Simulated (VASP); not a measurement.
Input of a VASP 6.6.1 run:

File INCAR:

```
SYSTEM = AlCo
PREC     = Accurate       ! precision mode
ENCUT    = 520            ! plane-wave cutoff, eV
EDIFF    = 1E-6           ! SCF threshold, eV
ISMEAR   = 0              ! smearing method
SIGMA    = 0.15           ! smearing width, eV
LREAL    = .FALSE.        ! projectors in reciprocal space
LASPH    = .TRUE.         ! aspherical terms in the spheres
NELM     = 150            ! most SCF steps
ALGO     = Fast           ! electronic algorithm
ISIF     = 2              ! what is computed and relaxed
LWAVE    = .FALSE.        ! write WAVECAR
LCHARG   = .FALSE.        ! write CHGCAR
ISPIN    = 2              ! spin polarisation
MAGMOM   = -0.01 0.16     ! initial moments
LORBIT   = 11             ! projections on sites
LMAXMIX  = 4              ! l up to which the mixer works
GGA      = PE             ! functional
NBANDS   = 17             ! bands
```

KPOINTS

```
Automatic mesh
0
G
  16 16 16
  0 0 0
```

POSCAR

```
AlCo
1.0
    2.9321793384      0.0000000000      0.0000000000
    0.0000000000      2.9321793384      0.0000000000
    0.0000000000      0.0000000000      2.8194032100
Al Co
1 1
Direct
    0.0000000000      0.0000000000      0.0000000000
    0.5000000000      0.5000000000      0.5000000000
```

Potentials or basis: VASP PAW PBE potentials, release 64 (Al, Co).

Launch:

```console
$ cat potpaw_PBE.64/Al/POTCAR potpaw_PBE.64/Co/POTCAR > POTCAR
$ mpirun -np 1 vasp_std > vasp.out
```

(1) Predict the band gap on the k mesh.

(2) Estimate the pressure.

## Answers

(1) zero (filled and empty bands overlap).

(2) -6.8 GPa.

Caveat: the cell differs from its parent crystal (strain +0.040 along x and y, +0.000 along z).
